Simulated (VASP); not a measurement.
Crystal: Fe.

```xyz
2
Lattice="2.5538 0.0000 0.0000 0.0000 2.5538 0.0000 0.0000 0.0000 3.6116" Properties=species:S:1:pos:R:3 pbc="T T T"
Fe    0.0000    0.0000    0.0000
Fe    1.2769    1.2769    1.8058
```

This isn't the form of Fe at room conditions, which is bcc.

| Quantity | Value |
| --- | --- |
| Program | VASP 6.6.1 |
| Task | relaxation of cell and atoms |
| Functional | r2SCAN |
| Potentials or basis | VASP PAW PBE potentials, release 64 (Fe) |
| Cutoff | 600 eV |
| k mesh | 12 × 12 × 9 |
| Occupations | fermi-dirac, width 0.05 eV |
| Spin | collinear spin, antiferromagnetic start |
| Starting moments | [2.5, -2.5] μB |

At the start: pressure -2.8 GPa; volume 11.78 Å³/atom.

Task: How do energy, volume and symmetry change on relaxing?

Result: Over 7 steps the energy falls by 59.8 meV/atom and the volume is 11.36 Å³/atom (-3.6 %); space group Fm-3m (No. 225, to 0.1 Å) before, I4/mmm (No. 139, to 0.1 Å); moment 0.00 μB per cell.

Step by step:
```tsv
step	energy change (eV)	largest force (eV/Å)	pressure (GPa)	volume (Å³)
1	0.0000	0.0000	-2.79	23.55
2	-0.0727	0.0000	0.58	22.84
3	-0.1075	0.0000	4.07	21.99
4	-0.1180	0.0000	-0.71	22.89
5	-0.1194	0.0000	0.32	22.65
6	-0.1194	0.0000	0.25	22.66
7	-0.1195	0.0000	0.01	22.71
```

Final structure:
```
Fe
1.0
     2.40863    0.00000    0.00000
     0.00000    2.40863    0.00000
     0.00000    0.00000    3.91450
Fe
2
Direct
  0.00000 0.00000 0.00000
  0.50000 0.50000 0.50000
```

Caveat: the antiferromagnetic order is the one typed at the start, and another may lie lower; the PAW data sets were made with another functional, which shifts forces and pressure a little.
